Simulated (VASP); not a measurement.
# InSe (R3m) in VASP: further runs, part 3 of 3

VASP 6.6.1. Earlier steps stand in the parts before.

## 5. Single point, PBEsol

This run uses another cell than the first one, of 28.81 Å³/atom.

The input, POSCAR:

```
InSe
1.0
    1.9999996503      1.1547003365      8.3166700000
   -1.9999996503      1.1547003365      8.3166700000
    0.0000000000     -2.3094006730      8.3166700000
In Se
2 2
Direct
    0.0000000000      0.0000000000      0.0000000000
    0.1122000000      0.1122000000      0.1122000000
    0.6155000000      0.6155000000      0.6155000000
    0.8300000000      0.8300000000      0.8300000000
```

The input, INCAR.step1:

```
SYSTEM = InSe
ALGO     = Normal         ! electronic algorithm
EDIFF    = 1E-6           ! SCF threshold, eV
ENCUT    = 520            ! plane-wave cutoff, eV
GGA      = PS             ! functional
ISIF     = 2              ! what is computed and relaxed
ISMEAR   = -1             ! smearing method
LASPH    = .TRUE.         ! aspherical terms in the spheres
LCHARG   = .TRUE.         ! write CHGCAR
LREAL    = .FALSE.        ! projectors in reciprocal space
LWAVE    = .FALSE.        ! write WAVECAR
NBANDS   = 27             ! bands
NELM     = 80             ! most SCF steps
PREC     = Accurate       ! precision mode
SIGMA    = 0.01           ! smearing width, eV
```

The input, KPOINTS.step1:

```
k-points
0
G
  7 7 7
  0 0 0
```

The input, INCAR.step2:

```
SYSTEM = InSe
ALGO     = Normal         ! electronic algorithm
EDIFF    = 1E-6           ! SCF threshold, eV
ENCUT    = 520            ! plane-wave cutoff, eV
GGA      = PS             ! functional
ICHARG   = 11             ! starting density
ISIF     = 2              ! what is computed and relaxed
ISMEAR   = -5             ! smearing method
LASPH    = .TRUE.         ! aspherical terms in the spheres
LCHARG   = .FALSE.        ! write CHGCAR
LORBIT   = 10             ! projections on sites
LREAL    = .FALSE.        ! projectors in reciprocal space
LWAVE    = .FALSE.        ! write WAVECAR
NEDOS    = 1001           ! points of the DOS
NELM     = 80             ! most SCF steps
PREC     = Accurate       ! precision mode
SIGMA    = 0.01           ! smearing width, eV
```

The input, KPOINTS.step2:

```
k-points
0
G
  11 11 11
  0 0 0
```

Potentials or basis: VASP PAW PBE potentials, release 64 (In_d, Se).

On the command line:

```bash
$ cat potpaw_PBE.64/In_d/POTCAR potpaw_PBE.64/Se/POTCAR > POTCAR
$ cp INCAR.step1 INCAR
$ cp KPOINTS.step1 KPOINTS
$ mpirun -np 1 vasp_std > vasp.out
$ cp INCAR.step2 INCAR
$ cp KPOINTS.step2 KPOINTS
$ mpirun -np 1 vasp_std > vasp.out
```

OUTCAR:

```text
SYSTEM = InSe
   EDIFF = 1E-6
   ENCUT = 520
   GGA = PS
   ICHARG = 11
   ISIF = 2
   ISMEAR = -5
   LASPH = .TRUE.
   LORBIT = 10
   LREAL = .FALSE.
   NELM = 80
   PREC = Accurate

 ion  position               nearest neighbor table
   1  0.000  0.000  0.000-   3 2.64   3 2.64   3 2.64   2 2.80
   2  0.112  0.112  0.112-   4 2.64   4 2.64   4 2.64   1 2.80
   3  0.615  0.615  0.615-   1 2.64   1 2.64   1 2.64
   4  0.830  0.830  0.830-   2 2.64   2 2.64   2 2.64

  LATTYP: Found a trigonal (rhomboedric) cell.
 ALAT       =     8.6313574458
 COS(alpha) =     0.8926179648

  Lattice vectors:

 A1 = (   1.9999996503,   1.1547003365,   8.3166700000)
 A2 = (  -1.9999996503,   1.1547003365,   8.3166700000)
 A3 = (   0.0000000000,  -2.3094006730,   8.3166700000)

Analysis of symmetry for initial positions (statically):
=====================================================================
 Subroutine PRICEL returns:
 Original cell was already a primitive cell.

 Routine SETGRP: Setting up the symmetry group for a
 trigonal (rhombohedral) supercell.

 Subroutine GETGRP returns: Found  6 space group operations
 (whereof  6 operations were pure point group operations)
 out of a pool of 12 trial point group operations.

The static configuration has the point symmetry C_3v.

Analysis of symmetry for dynamics (positions and initial velocities):
=====================================================================
 Subroutine PRICEL returns:
 Original cell was already a primitive cell.

 Routine SETGRP: Setting up the symmetry group for a
 trigonal (rhombohedral) supercell.

 Subroutine GETGRP returns: Found  6 space group operations
 (whereof  6 operations were pure point group operations)
 out of a pool of 12 trial point group operations.

The dynamic configuration has the point symmetry C_3v.

 Subroutine INISYM returns: Found  6 space group operations
 (whereof  6 operations are pure point group operations),
 and found     1 'primitive' translations

----------------------------------------------------------------------------------------

                                     Primitive cell

  volume of cell :     115.2391

  direct lattice vectors                    reciprocal lattice vectors
     1.999999650  1.154700336  8.316670000     0.250000044  0.144337593  0.040080144
    -1.999999650  1.154700336  8.316670000    -0.250000044  0.144337593  0.040080144
     0.000000000 -2.309400673  8.316670000     0.000000000 -0.288675185  0.040080144

  length of vectors
     8.631357446  8.631357446  8.631357446     0.291444301  0.291444301  0.291444301

  position of ions in fractional coordinates (direct lattice)
     0.000000000  0.000000000  0.000000000
     0.112200000  0.112200000  0.112200000
     0.615500000  0.615500000  0.615500000
     0.830000000  0.830000000  0.830000000

  ion indices of the primitive-cell ions
   primitive index   ion index
                 1           1
                 2           2
                 3           3
                 4           4

[... 35 lines left out ...]
  0.454545  0.000000  0.000000      6.000000
[... 16 lines left out ...]
 -0.272727  0.181818  0.000000     12.000000
 -0.181818  0.181818  0.000000      6.000000
 [... further k-points ...]
   k-points           NKPTS =    146   k-points in BZ     NKDIM =    146   number of bands    NBANDS=     23
   number of dos      NEDOS =   1001   number of ions     NIONS =      4
   total plane-waves  NPLWV = 262144
   dimension x,y,z NGX =    64 NGY =   64 NGZ =   64
   dimension x,y,z NGXF=   128 NGYF=  128 NGZF=  128
   ions per type =               2   2
   NGX,Y,Z   is equivalent  to a cutoff of  12.33, 12.33, 12.33 a.u.
   NGXF,Y,Z  is equivalent  to a cutoff of  24.65, 24.65, 24.65 a.u.
 SYSTEM =  InSe
   PREC   = accura    normal or accurate (medium, high low for compatibility)
   ISTART =      0    job   : 0-new  1-cont  2-samecut
   ICHARG =     11    charge: 1-file 2-atom 10-const
   ISPIN  =      1    spin polarized calculation?
   LNONCOLLINEAR =      F non collinear calculations
   LSORBIT =      F    spin-orbit coupling
   LASPH  =      T    aspherical Exc in radial PAW
   ENCUT  =  520.0 eV  38.22 Ry    6.18 a.u.  16.05 16.05 16.05*2*pi/ulx,y,z
   NELM   =     80;   NELMIN=  2; NELMDL=  0     # of ELM steps
   EDIFF  = 0.1E-05   stopping-criterion for ELM
   LREAL  =      F    real-space projection
   EDIFFG = 0.1E-04   stopping-criterion for IOM
   NSW    =      0    number of steps for IOM
   IBRION =     -1    ionic relax: 0-MD 1-quasi-New 2-CG
   NFREE  =      0    steps in history (QN), initial steepest desc. (CG)
   ISIF   =      2    stress and relaxation
   ISYM   =      2    0-nonsym 1-usesym 2-fastsym
   POTIM  = 0.5000    time-step for ionic-motion
   TEBEG  =    0.0;   TEEND  =   0.0 temperature during run
   PSTRESS=    0.0 pullay stress
   NELECT =      38.0000    total number of electrons
   NUPDOWN=      -1.0000    fix difference up-down
   EMIN   =  10.00;   EMAX   =-10.00  energy-range for DOS
   EFERMI =   0.00;   METHOD = LEGACY
   ISMEAR =    -5;   SIGMA  =   0.01  broadening in eV -4-tet -1-fermi 0-gaus
   EFERMI_NEDOS =   21; number of points for ismear=-14 and -15
   IALGO  =     38    algorithm
   IMIX   =      4    mixing-type and parameters
     AMIX     =   0.40;   BMIX     =  1.00
     AMIX_MAG =   1.60;   BMIX_MAG =  1.00
  volume/ion in A,a.u.               =      28.81       194.42
  Fermi-wavevector in a.u.,A,eV,Ry     =   1.131018  2.137313 17.404585  1.279201
  Thomas-Fermi vector in A             =   2.267716
   LORBIT       =     10    0 simple, 1 ext, 2 COOP (PROOUT), +10 PAW based schemes
   GGA     = PS    functional components
   LHFCALC =     F    Hartree Fock is set to
   AEXX    =    0.0000 exact exchange contribution
   IVDW    =     0    specifies the selected vdW correction
   LEPSILON=     F    determine dielectric tensor
   LRPA    =     F    only Hartree local field effects (RPA)
 non-spin polarized calculation
 Fermi weights with tetrahedron method with Bloechl corrections
  energy-cutoff  :      520.00
  volume of cell :      115.24
 maximum number of plane-waves:      3139

 number of electron      37.9999996 magnetization

 Free energy of the ion-electron system (eV)
  ---------------------------------------------------
  ext. energy  EPLUGINS =         0.00000000
  ---------------------------------------------------
  free energy    TOTEN  =       -15.59406295 eV

  energy without entropy =      -15.59406295  energy(sigma->0) =      -15.59406295

 E-fermi :   4.1158     XC(G=0):  -9.1811

 val. band max:        4.0983817673   @ k =  -0.4545   0.4545   0.4545
 cond. band min:       4.5408670601   @ k =   0.4545   0.4545   0.4545
 fundamental gap:      0.4424852928
 Fermi energy:         4.1158089202

 k-point     1 :       0.0000    0.0000    0.0000
  band No.  band energies     occupation
      1     -10.6267      2.00000
      2     -10.4422      2.00000
      3     -10.4422      2.00000
      4     -10.3614      2.00000
      5     -10.3614      2.00000
      6     -10.3429      2.00000
[... 613 lines left out ...]
     22       7.4942      0.00000
     23       8.5590      0.00000

 [... further k-points ...]

------------------------ aborting loop because EDIFF is reached ----------------------------------------

  FORCE on cell =-STRESS in cart. coord.  units (eV):
  Direction    XX          YY          ZZ          XY          YZ          ZX
  --------------------------------------------------------------------------------------
  -------------------------------------------------------------------------------------
  Total        0.3566254      0.3566254     -0.0571417      0.0000000      0.0000000      0.0000000
  in kB        4.9581866      4.9581866     -0.7944445      0.0000000      0.0000000      0.0000000
  external PRESSURE =       3.0406429 kB  Pullay stress =       0.0000000 kB

 VOLUME and BASIS-vectors are now :
 -----------------------------------------------------------------------------
  energy-cutoff  :      520.00
  volume of cell :      115.24
      direct lattice vectors                 reciprocal lattice vectors
     1.999999650  1.154700336  8.316670000     0.250000044  0.144337593  0.040080144
    -1.999999650  1.154700336  8.316670000    -0.250000044  0.144337593  0.040080144
     0.000000000 -2.309400673  8.316670000     0.000000000 -0.288675185  0.040080144

 POSITION                                       TOTAL-FORCE (eV/Angst)
 -----------------------------------------------------------------------------------
      0.00000      0.00000      0.00000         0.000000      0.000000      0.174997
      0.00000      0.00000      2.79939         0.000000      0.000000     -0.174197
      0.00000      0.00000     15.35673         0.000000      0.000000     -0.028973
      0.00000      0.00000     20.70851         0.000000      0.000000      0.028173
 -----------------------------------------------------------------------------------
    total drift:                               -0.000000     -0.000000     -0.000332

  FREE ENERGIE OF THE ION-ELECTRON SYSTEM (eV)
  ---------------------------------------------------
  free  energy   TOTEN  =       -15.5940629528 eV

  energy  without entropy=      -15.5940629528  energy(sigma->0) =      -15.59406295

 total charge

# of ion       s       p       d       tot
------------------------------------------
    1        0.858   0.675   9.886  11.419
    2        0.858   0.676   9.886  11.420
    3        1.476   2.324   0.024   3.823
    4        1.475   2.324   0.024   3.824
--------------------------------------------------
tot          4.667   5.999  19.819  30.486
```

Run time: 16 min. Hardware: 1 thread of Intel Xeon Platinum 8259CL at 2.50GHz (Skylake/Cascade Lake), shared host; peak memory 0.77 GiB.

Results:

```
Valence electrons inside the program's atomic spheres : In 11.42; Se 3.82
```

Caveat: the PAW data sets were made with another functional, which shifts forces and pressure a little; spin-orbit coupling is left out, which moves the levels of the heavy elements.

## 6. The runs side by side

| task | cell | k mesh for the DOS | occupations for the DOS | gap on the mesh (eV) | pressure (GPa) | largest force (eV/Å) |
| --- | --- | --- | --- | --- | --- | --- |
| electric field gradients | a = 8.602 Å, angles 26.8°, 4 atoms | - | - | 0.68 | 0.9 | 0.21 |
| electric field gradients | a = 8.631 Å, angles 26.8°, 4 atoms | - | - | 0.66 | 0.3 | 0.17 |
| single point | a = 8.631 Å, angles 26.8°, 4 atoms | 11 × 11 × 11 | tetrahedron | - | - | - |

Alike in all rows: level PBEsol; potentials or basis VASP PAW PBE potentials, release 64 (In_d, Se); no spin polarisation; k mesh 7 × 7 × 7; cutoff (eV) 520; smearing fermi-dirac 0.01 eV.

Caveats: the PAW data sets were made with another functional, which shifts forces and pressure a little; spin-orbit coupling is left out, which moves the levels of the heavy elements; an odd mesh through Γ misses points on the zone boundary, where band edges can lie (at least some runs).

Absolute energies hang on the potentials; compare differences alone.

## 7. Against experiment

Step 4. Measured gap of InSe: 1.25 eV (300 K; “The Interaction of Hydrogen with the van der Waals Crystal γ-InSe”, 2020, pmc:7321205). This calculation gives 0.66 eV (-0.59 eV). Spin-orbit coupling on In, Se is left out. The value is that of PBEsol on a finite k mesh, which can miss the band edges, without temperature or zero-point motion. Semilocal functionals fall short of measured gaps as a rule.
